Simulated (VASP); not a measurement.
# WF3 (Pm-3m) in VASP: a series of runs

The runs below take WF3 through single point, relaxation of cell and atoms, with PBE.

All numbers are computed with VASP 6.6.1; they aren't measurements. Logs are shortened: lines on timing, memory, paths and dates and some standing lists are left out, and cuts for length are marked.

## (1) The cell of the first run

It takes space group Pm-3m (No. 221, cubic). The conventional cell has a = 3.401 Å, b = 3.401 Å, c = 3.401 Å, α = 90.00°, β = 90.00°, γ = 90.00°. W (site symmetry m-3m) has 12 F at 2.40 Å within 3.2 Å. Within 3.2 Å of F (site symmetry 4/mmm) lie 4 W at 2.40 Å and 8 F at 2.40 Å.

The cell was generated, and may not be a known phase.

## (2) Single point, PBE

File INCAR:

```
ALGO = Normal
EDIFF = 1E-6
ENCUT = 600
GGA = PE
GGA_COMPAT = False
ISIF = 2
ISMEAR = 0
LASPH = True
LCHARG = True
LELF = True
LREAL = False
LVHAR = True
LWAVE = False
NBANDS = 26
NELM = 120
PREC = Accurate
SIGMA = 0.2
```

File KPOINTS:

```
k-points
0
Gamma
  5 5 5
```

File POSCAR:

```
WF3
1.0
    3.4010663673      0.0000000000      0.0000000000
    0.0000000000      3.4010663673      0.0000000000
    0.0000000000      0.0000000000      3.4010663673
W F
1 3
Direct
    0.0000000000      0.0000000000      0.0000000000
    0.5000000000      0.0000000000      0.5000000000
    0.0000000000      0.5000000000      0.5000000000
    0.5000000000      0.5000000000      0.0000000000
```

Potentials or basis: VASP PAW PBE potentials, release 64 (W_sv, F).

Launch:

```sh
$ cat potpaw_PBE.64/W_sv/POTCAR potpaw_PBE.64/F/POTCAR > POTCAR
$ mpirun -np 1 vasp_std > vasp.out
```

OUTCAR:

```text
EDIFF = 1E-6
   ENCUT = 600
   GGA = PE
   ISIF = 2
   ISMEAR = 0
   LASPH = True
   LREAL = False
   NELM = 120
   PREC = Accurate

 ion  position               nearest neighbor table
   1  0.000  0.000  0.000-   2 2.40   3 2.40   4 2.40   2 2.40   3 2.40   3 2.40   4 2.40   3 2.40
                             2 2.40   4 2.40   2 2.40   4 2.40
   2  0.500  0.000  0.500-   1 2.40   1 2.40   1 2.40   1 2.40
   3  0.000  0.500  0.500-   1 2.40   1 2.40   1 2.40   1 2.40
   4  0.500  0.500  0.000-   1 2.40   1 2.40   1 2.40   1 2.40

  LATTYP: Found a simple cubic cell.
 ALAT       =     3.4010663673

  Lattice vectors:

 A1 = (   3.4010663673,   0.0000000000,   0.0000000000)
 A2 = (   0.0000000000,   3.4010663673,   0.0000000000)
 A3 = (   0.0000000000,   0.0000000000,   3.4010663673)

Analysis of symmetry for initial positions (statically):
=====================================================================
 Subroutine PRICEL returns:
 Original cell was already a primitive cell.

 Routine SETGRP: Setting up the symmetry group for a
 simple cubic supercell.

 Subroutine GETGRP returns: Found 48 space group operations
 (whereof 48 operations were pure point group operations)
 out of a pool of 48 trial point group operations.

The static configuration has the point symmetry O_h .

Analysis of symmetry for dynamics (positions and initial velocities):
=====================================================================
 Subroutine PRICEL returns:
 Original cell was already a primitive cell.

 Routine SETGRP: Setting up the symmetry group for a
 simple cubic supercell.

 Subroutine GETGRP returns: Found 48 space group operations
 (whereof 48 operations were pure point group operations)
 out of a pool of 48 trial point group operations.

The dynamic configuration has the point symmetry O_h .

 Subroutine INISYM returns: Found 48 space group operations
 (whereof 48 operations are pure point group operations),
 and found     1 'primitive' translations

----------------------------------------------------------------------------------------

                                     Primitive cell

  volume of cell :      39.3410

  direct lattice vectors                    reciprocal lattice vectors
     3.401066367  0.000000000  0.000000000     0.294025430  0.000000000  0.000000000
     0.000000000  3.401066367  0.000000000     0.000000000  0.294025430  0.000000000
     0.000000000  0.000000000  3.401066367     0.000000000  0.000000000  0.294025430

  length of vectors
     3.401066367  3.401066367  3.401066367     0.294025430  0.294025430  0.294025430

  position of ions in fractional coordinates (direct lattice)
     0.000000000  0.000000000  0.000000000
     0.500000000  0.000000000  0.500000000
     0.000000000  0.500000000  0.500000000
     0.500000000  0.500000000  0.000000000

  ion indices of the primitive-cell ions
   primitive index   ion index
                 1           1
                 2           2
                 3           3
                 4           4

----------------------------------------------------------------------------------------

 KPOINTS: k-points

Automatic generation of k-mesh.
 Grid dimensions read from file:
 generate k-points for:    5    5    5

 Generating k-lattice:

  Cartesian coordinates                     Fractional coordinates (reciprocal lattice)
     0.058805086  0.000000000  0.000000000     0.200000000  0.000000000  0.000000000
     0.000000000  0.058805086  0.000000000     0.000000000  0.200000000  0.000000000
     0.000000000  0.000000000  0.058805086     0.000000000  0.000000000  0.200000000

  Length of vectors
     0.058805086  0.058805086  0.058805086

  Shift w.r.t. Gamma in fractional coordinates (k-lattice)
     0.000000000  0.000000000  0.000000000

 Subroutine IBZKPT returns following result:
 ===========================================

 Found     10 irreducible k-points:

 Following reciprocal coordinates:
            Coordinates               Weight
  0.000000  0.000000  0.000000      1.000000
  0.200000  0.000000  0.000000      6.000000
  0.400000  0.000000  0.000000      6.000000
  0.200000  0.200000  0.000000     12.000000
  0.400000  0.200000  0.000000     24.000000
  0.400000  0.400000  0.000000     12.000000
  0.200000  0.200000  0.200000      8.000000
  0.400000  0.200000  0.200000     24.000000
  0.400000  0.400000  0.200000     24.000000
  0.400000  0.400000  0.400000      8.000000
   k-points           NKPTS =     10   k-points in BZ     NKDIM =     10   number of bands    NBANDS=     26
   number of dos      NEDOS =    301   number of ions     NIONS =      4
   total plane-waves  NPLWV =  21952
   dimension x,y,z NGX =    28 NGY =   28 NGZ =   28
   dimension x,y,z NGXF=    56 NGYF=   56 NGZF=   56
   ions per type =               1   3
   NGX,Y,Z   is equivalent  to a cutoff of  13.69, 13.69, 13.69 a.u.
   NGXF,Y,Z  is equivalent  to a cutoff of  27.37, 27.37, 27.37 a.u.
 SYSTEM =  unknown system
   PREC   = accura    normal or accurate (medium, high low for compatibility)
   ISTART =      0    job   : 0-new  1-cont  2-samecut
   ICHARG =      2    charge: 1-file 2-atom 10-const
   ISPIN  =      1    spin polarized calculation?
   LNONCOLLINEAR =      F non collinear calculations
   LSORBIT =      F    spin-orbit coupling
   LASPH  =      T    aspherical Exc in radial PAW
   ENCUT  =  600.0 eV  44.10 Ry    6.64 a.u.   6.79  6.79  6.79*2*pi/ulx,y,z
   NELM   =    120;   NELMIN=  2; NELMDL= -5     # of ELM steps
   EDIFF  = 0.1E-05   stopping-criterion for ELM
   LREAL  =      F    real-space projection
   EDIFFG = 0.1E-04   stopping-criterion for IOM
   NSW    =      0    number of steps for IOM
   IBRION =     -1    ionic relax: 0-MD 1-quasi-New 2-CG
   NFREE  =      0    steps in history (QN), initial steepest desc. (CG)
   ISIF   =      2    stress and relaxation
   ISYM   =      2    0-nonsym 1-usesym 2-fastsym
   POTIM  = 0.5000    time-step for ionic-motion
   TEBEG  =    0.0;   TEEND  =   0.0 temperature during run
   PSTRESS=    0.0 pullay stress
   NELECT =      35.0000    total number of electrons
   NUPDOWN=      -1.0000    fix difference up-down
   EMIN   =  10.00;   EMAX   =-10.00  energy-range for DOS
   EFERMI =   0.00;   METHOD = LEGACY
   ISMEAR =     0;   SIGMA  =   0.20  broadening in eV -4-tet -1-fermi 0-gaus
   EFERMI_NEDOS =   21; number of points for ismear=-14 and -15
   IALGO  =     38    algorithm
   IMIX   =      4    mixing-type and parameters
     AMIX     =   0.40;   BMIX     =  1.00
     AMIX_MAG =   1.60;   BMIX_MAG =  1.00
  volume/ion in A,a.u.               =       9.84        66.37
  Fermi-wavevector in a.u.,A,eV,Ry     =   1.574523  2.975417 33.730522  2.479123
  Thomas-Fermi vector in A             =   2.675645
   LORBIT       =      0    0 simple, 1 ext, 2 COOP (PROOUT), +10 PAW based schemes
   GGA     = PE    functional components
   LHFCALC =     F    Hartree Fock is set to
   AEXX    =    0.0000 exact exchange contribution
   IVDW    =     0    specifies the selected vdW correction
   LEPSILON=     F    determine dielectric tensor
   LRPA    =     F    only Hartree local field effects (RPA)
 non-spin polarized calculation
 Gauss-broadening in eV      SIGMA  =   0.20
  energy-cutoff  :      600.00
  volume of cell :       39.34
 maximum number of plane-waves:      1357
 NGX is ok and might be reduce to    28
   NGX = 13   NGY = 13   NGZ = 13

 number of electron      34.9999953 magnetization

 Free energy of the ion-electron system (eV)
  ---------------------------------------------------
  ext. energy  EPLUGINS =         0.00000000
  ---------------------------------------------------
  free energy    TOTEN  =       -21.33672742 eV

  energy without entropy =      -21.23191450  energy(sigma->0) =      -21.28432096

 E-fermi :   7.5288     XC(G=0): -12.3524

 val. band max:        7.5036025020   @ k =   0.4000   0.4000   0.2000
 cond. band min:       7.5340517565   @ k =   0.4000   0.2000   0.2000
 fundamental gap:      0.0304492545
 Fermi energy:         7.5287787983

 k-point     1 :       0.0000    0.0000    0.0000
  band No.  band energies     occupation
      1     -68.5760      2.00000
      2     -32.6398      2.00000
      3     -32.6398      2.00000
      4     -32.6398      2.00000
      5     -18.7471      2.00000
      6     -16.6365      2.00000
[... 18 lines left out ...]
     25      23.8377      0.00000
     26      23.8377      0.00000

 k-point     2 :       0.2000    0.0000    0.0000
  band No.  band energies     occupation
      1     -68.5751      2.00000
      2     -32.6822      2.00000
      3     -32.6362      2.00000
      4     -32.6362      2.00000
      5     -18.5328      2.00000
      6     -16.8036      2.00000
[... 18 lines left out ...]
     25      23.2500      0.00000
     26      23.2500      0.00000

 k-point     3 :       0.4000    0.0000    0.0000
  band No.  band energies     occupation
      1     -68.5734      2.00000
      2     -32.7499      2.00000
      3     -32.6303      2.00000
      4     -32.6303      2.00000
      5     -18.0166      2.00000
      6     -17.2471      2.00000
[... 18 lines left out ...]
     25      22.3248      0.00000
     26      22.3248      0.00000

 k-point     4 :       0.2000    0.2000    0.0000
  band No.  band energies     occupation
      1     -68.5741      2.00000
      2     -32.6800      2.00000
      3     -32.6743      2.00000
      4     -32.6326      2.00000
      5     -18.3448      2.00000
      6     -16.8391      2.00000
[... 18 lines left out ...]
     25      21.9886      0.00000
     26      22.8006      0.00000

 k-point     5 :       0.4000    0.2000    0.0000
  band No.  band energies     occupation
      1     -68.5724      2.00000
      2     -32.7428      2.00000
      3     -32.6690      2.00000
      4     -32.6268      2.00000
      5     -17.8936      2.00000
      6     -17.1957      2.00000
[... 18 lines left out ...]
     25      21.9801      0.00000
     26      22.1316      0.00000

 k-point     6 :       0.4000    0.4000    0.0000
  band No.  band energies     occupation
      1     -68.5708      2.00000
      2     -32.7321      2.00000
      3     -32.7300      2.00000
      4     -32.6211      2.00000
      5     -17.5868      2.00000
      6     -17.1432      2.00000
[... 18 lines left out ...]
     25      21.7835      0.00000
     26      22.8152      0.00000

 k-point     7 :       0.2000    0.2000    0.2000
  band No.  band energies     occupation
      1     -68.5730      2.00000
      2     -32.6778      2.00000
      3     -32.6694      2.00000
      4     -32.6694      2.00000
      5     -18.1821      2.00000
      6     -16.8336      2.00000
[... 18 lines left out ...]
     25      20.6480      0.00000
     26      22.4816      0.00000

 k-point     8 :       0.4000    0.2000    0.2000
  band No.  band energies     occupation
      1     -68.5715      2.00000
      2     -32.7357      2.00000
      3     -32.6668      2.00000
      4     -32.6615      2.00000
      5     -17.7913      2.00000
      6     -17.1756      2.00000
[... 18 lines left out ...]
     25      20.9707      0.00000
     26      22.4844      0.00000

 k-point     9 :       0.4000    0.4000    0.2000
  band No.  band energies     occupation
      1     -68.5698      2.00000
      2     -32.7252      2.00000
      3     -32.7231      2.00000
      4     -32.6563      2.00000
      5     -17.5343      2.00000
      6     -17.1710      2.00000
[... 18 lines left out ...]
     25      20.6832      0.00000
     26      23.3359      0.00000

 k-point    10 :       0.4000    0.4000    0.4000
  band No.  band energies     occupation
      1     -68.5683      2.00000
      2     -32.7149      2.00000
      3     -32.7119      2.00000
      4     -32.7119      2.00000
      5     -17.4018      2.00000
      6     -17.2162      2.00000
[... 18 lines left out ...]
     25      18.9743      0.00000
     26      24.0776      0.00000

------------------------ aborting loop because EDIFF is reached ----------------------------------------

  FORCE on cell =-STRESS in cart. coord.  units (eV):
  Direction    XX          YY          ZZ          XY          YZ          ZX
  --------------------------------------------------------------------------------------
  -------------------------------------------------------------------------------------
  Total        0.0390798      0.0390798      0.0390798      0.0000000      0.0000000     -0.0000000
  in kB        1.5915386      1.5915386      1.5915386      0.0000000      0.0000000     -0.0000000
  external PRESSURE =       1.5915386 kB  Pullay stress =       0.0000000 kB

 VOLUME and BASIS-vectors are now :
 -----------------------------------------------------------------------------
  energy-cutoff  :      600.00
  volume of cell :       39.34
      direct lattice vectors                 reciprocal lattice vectors
     3.401066367  0.000000000  0.000000000     0.294025430  0.000000000  0.000000000
     0.000000000  3.401066367  0.000000000     0.000000000  0.294025430  0.000000000
     0.000000000  0.000000000  3.401066367     0.000000000  0.000000000  0.294025430

 POSITION                                       TOTAL-FORCE (eV/Angst)
 -----------------------------------------------------------------------------------
      0.00000      0.00000      0.00000         0.000000      0.000000      0.000000
      1.70053      0.00000      1.70053         0.000000      0.000000      0.000000
      0.00000      1.70053      1.70053         0.000000      0.000000      0.000000
      1.70053      1.70053      0.00000         0.000000      0.000000      0.000000
 -----------------------------------------------------------------------------------
    total drift:                                0.000000      0.000000      0.000000

  FREE ENERGIE OF THE ION-ELECTRON SYSTEM (eV)
  ---------------------------------------------------
  free  energy   TOTEN  =       -21.3367274189 eV

  energy  without entropy=      -21.2319144964  energy(sigma->0) =      -21.28432096
```

It took 22 s on 1 thread of Intel Xeon 8259CL, shared host; peak memory 0.16 GiB.

What came out:

| Quantity | Value |
| --- | --- |
| Free energy | -21.3367 eV |
| Pressure | 0.2 GPa |
| Band gap on the k mesh | zero (an odd number of electrons rules out a gap without spin polarisation) |

Caveat: the k points lie up to 0.37 Å⁻¹ apart, too coarse for converged energies and pressures of a metal; spin-orbit coupling is left out, which moves the levels of the heavy elements; an odd number of electrons without spin polarisation forces a metal; a magnetic or distorted state may lie lower.

## (3) Single point, PBE

This run uses another cell than the first one, of 16.86 Å³/atom.

File INCAR:

```
  PREC = Accurate
  ENCUT = 600
  EDIFF = 1E-6
  ISMEAR = 0
  SIGMA = 0.2
  LREAL = False
  LASPH = True
  NELM = 120
  ALGO = Normal
  ISIF = 2
  LWAVE = False
  LCHARG = False
  GGA = PE
  NBANDS = 26
  GGA_COMPAT = False
```

File KPOINTS:

```
Automatic mesh
0
Gamma
  5 5 5
```

File POSCAR:

```
WF3
1.0
    4.0704398177      0.0000000000      0.0000000000
    0.0000000000      4.0704398177      0.0000000000
    0.0000000000      0.0000000000      4.0704398177
W F
1 3
Direct
    0.0000000000      0.0000000000      0.0000000000
    0.5000000000      0.0000000000      0.0000000000
    0.0000000000      0.5000000000      0.0000000000
    0.0000000000      0.0000000000      0.5000000000
```

Potentials or basis: VASP PAW PBE potentials, release 64 (W_sv, F).

Launch:

```sh
$ cat potpaw_PBE.64/W_sv/POTCAR potpaw_PBE.64/F/POTCAR > POTCAR
$ mpirun -np 1 vasp_std > vasp.out
```

Run time: 44 s. Hardware: 1 thread of Intel Xeon 8259CL, shared host; peak memory 0.21 GiB.

The run converged. Its results:

```yaml
Free_energy: -25.2024 eV
Pressure: 1.1 GPa
Band_gap_on_the_k_mesh: zero (an odd number of electrons rules out a gap without spin polarisation)
```

Levels at points of the mesh, in eV from the Fermi level:
```tsv
k point	band 14	band 15	band 16	band 17	band 18	band 19	band 20	band 21	band 22	band 23
(0.00, 0.00, 0.00)	-7.39	-7.39	-7.39	-1.26	-1.26	-1.26	0.62	1.29	1.29	7.81
```

Caveat: spin-orbit coupling is left out, which moves the levels of the heavy elements; an odd number of electrons without spin polarisation forces a metal; a magnetic or distorted state may lie lower.

## (4) Relaxation of cell and atoms, PBE

This run uses another cell than the first one, of 12.49 Å³/atom.

File INCAR:

```
ALGO     = Normal         # electronic algorithm
EDIFF    = 1E-7           # SCF threshold, eV
EDIFFG   = -0.08          # ionic threshold
ENCUT    = 600            # plane-wave cutoff, eV
GGA      = PE             # functional
GGA_COMPAT= F            
IBRION   = 2              # ionic algorithm
ISIF     = 3              # what is computed and relaxed
ISMEAR   = 0              # smearing method
LASPH    = T              # aspherical terms in the spheres
LCHARG   = F              # write CHGCAR
LREAL    = F              # projectors in reciprocal space
LWAVE    = F              # write WAVECAR
NELM     = 120            # most SCF steps
NELMIN   = 4            
NSW      = 36             # ionic steps
PREC     = Accurate       # precision mode
SIGMA    = 0.2            # smearing width, eV
```

File KPOINTS:

```
k-points
0
Gamma
  5 5 5
```

File POSCAR:

```
WF3
1.0
    3.6831339500      0.0000000000      0.0000000000
    0.0000000000      3.6831339500      0.0000000000
    0.0000000000      0.0000000000      3.6831339500
W F
1 3
Direct
    0.0000000000      0.0000000000      0.0000000000
    0.5000000000      0.0000000000      0.5000000000
    0.0000000000      0.5000000000      0.5000000000
    0.5000000000      0.5000000000      0.0000000000
```

Launch:

```sh
$ cat potpaw_PBE.64/W_sv/POTCAR potpaw_PBE.64/F/POTCAR > POTCAR
$ mpirun -np 1 vasp_std > vasp.out
```

It took 68 s on 1 thread of Intel Xeon 8259CL, shared host; peak memory 0.18 GiB.

Results (log left out):

```yaml
Free_energy: -21.3741 eV
Relaxed_volume: 9.84 Å³/atom
Relaxed_cell: a = 3.402 Å, b = 3.402 Å, c = 3.402 Å, α = 90.00°, β = 90.00°, γ = 90.00°
Space_group_after_relaxing_to_0.1_Å: Pm-3m (No. 221)
Energy_gained_by_relaxing: 260.0 meV/atom
Ionic_steps: 3
Pressure_after_relaxing: 0.0 GPa
Band_gap_on_the_k_mesh: zero (an odd number of electrons rules out a gap without spin polarisation)
```

The path:
| step | energy change (eV) | largest force (eV/Å) | pressure (GPa) | volume (Å³) |
| --- | --- | --- | --- | --- |
| 1 | 0.0000 | 0.0000 | -24.97 | 49.96 |
| 2 | -0.9608 | 0.0000 | 12.18 | 37.17 |
| 3 | -1.0398 | 0.0000 | -0.01 | 39.36 |

Final structure:
```
W F
1.0
     3.40174    0.00000    0.00000
     0.00000    3.40174    0.00000
     0.00000    0.00000    3.40174
W F
1 3
Cartesian
  0.0000 0.0000 0.0000
  1.7009 0.0000 1.7009
  0.0000 1.7009 1.7009
  1.7009 1.7009 0.0000
```

Levels at points of the mesh, in eV from the Fermi level:
```
           k point  band 16  band 17  band 18  band 19  band 20  band 21
(0.00, 0.00, 0.00)    -4.07    -2.40    -2.40    -0.39    -0.39     0.14
```

Caveat: the volume moved by over 15 % at a fixed basis, so the end points are rough; the highest band is partly filled, so the run has too few bands; spin-orbit coupling is left out, which moves the levels of the heavy elements; an odd number of electrons without spin polarisation forces a metal; a magnetic or distorted state may lie lower.

## (5) Overview

```csv
task,cell,gap on the mesh (eV),pressure (GPa)
single point,"a = 3.401 Å, 4 atoms, atomic positions A",none,0.2
single point,"a = 4.070 Å, 4 atoms, atomic positions B",none,1.1
relaxation of cell and atoms,"relaxed from a = 3.683 Å, 4 atoms, atomic positions A",none,0.0
```

Alike in all rows: level PBE; potentials or basis VASP PAW PBE potentials, release 64 (W_sv, F); no spin polarisation; k mesh 5 × 5 × 5; cutoff (eV) 600; smearing gaussian 0.2 eV.

Caveats: some runs use coarse meshes; spin-orbit coupling is left out, which moves the levels of the heavy elements; an odd number of electrons without spin polarisation forces a metal; a magnetic or distorted state may lie lower; the volume moved by over 15 % at a fixed basis, so the end points are rough (at least some runs); the highest band is partly filled, so the run has too few bands (at least some runs).

Absolute energies hang on the potentials; compare differences alone.

The gap in the log of VASP goes by the Fermi energy; the results here count the filled bands.